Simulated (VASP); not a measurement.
Wanted: the native input for a VASP 6.6.1 run.

| Quantity | Value |
| --- | --- |
| Task | relaxation of cell and atoms |
| Functional | PBEsol |
| Potentials or basis | VASP PAW PBE potentials, release 64 (Ni) |
| Cutoff | 600 eV |
| k mesh | 8 × 8 × 8 |
| Occupations | gaussian, width 0.1 eV |
| Spin | collinear spin, ferromagnetic start |
| Starting moments | [0.79, 0.79] μB |
| Dipole correction | no |
| Further INCAR settings | ALGO = Normal; EDIFF = 1e-06; IBRION = 2; EDIFFG = -0.04; NSW = 90; ISIF = 3 |

The structure of Ni lies in POSCAR:

```
Ni
1.0
    0.0000000000      1.7154413624      4.0145786974
    1.6535405696      0.0000000000      4.0145786974
    1.6535405696      1.7154413624      0.0000000000
Ni
2
Direct
    0.1415558540      0.1415558540      0.8584441460
    0.8584441460      0.8584441460      0.1415558540
```

The input as run:

INCAR

```
ALGO = Normal
EDIFF = 1E-6
EDIFFG = -0.04
ENCUT = 600
GGA = PS
IBRION = 2
ISIF = 3
ISMEAR = 0
ISPIN = 2
LASPH = True
LCHARG = False
LMAXMIX = 4
LORBIT = 11
LREAL = False
LWAVE = False
MAGMOM = 0.79 0.79
NELM = 150
NSW = 90
PREC = Accurate
SIGMA = 0.1
```

KPOINTS

```
k-points
0
Gamma
  8 8 8
```

Potentials or basis: VASP PAW PBE potentials, release 64 (Ni).

The run is started by

```console
$ cat potpaw_PBE.64/Ni/POTCAR > POTCAR
$ mpirun -np 1 vasp_std > vasp.out
```

Results of the run:

The relaxed volume is 11.38 Å³/atom. The relaxed cell is a = 4.364 Å, b = 4.342 Å, c = 2.382 Å, α = 74.63°, β = 73.62°, γ = 31.75°. The space group after relaxing (to 0.05 Å) is Fmmm (No. 69), the energy gained by relaxing is 0.1 meV/atom and the ionic steps are 2. The pressure after relaxing is 0.0 GPa. The net moment is 1.33 μB per cell and the site moments are Ni +0.67 μB. The valence electrons inside the program's atomic spheres are Ni 9.36.

Caveat: the PAW data sets were made with another functional, which shifts forces and pressure a little.

It took 3.6 min on 1 thread of Intel Xeon 8259CL, with other jobs on the host, peak memory 0.23 GiB.
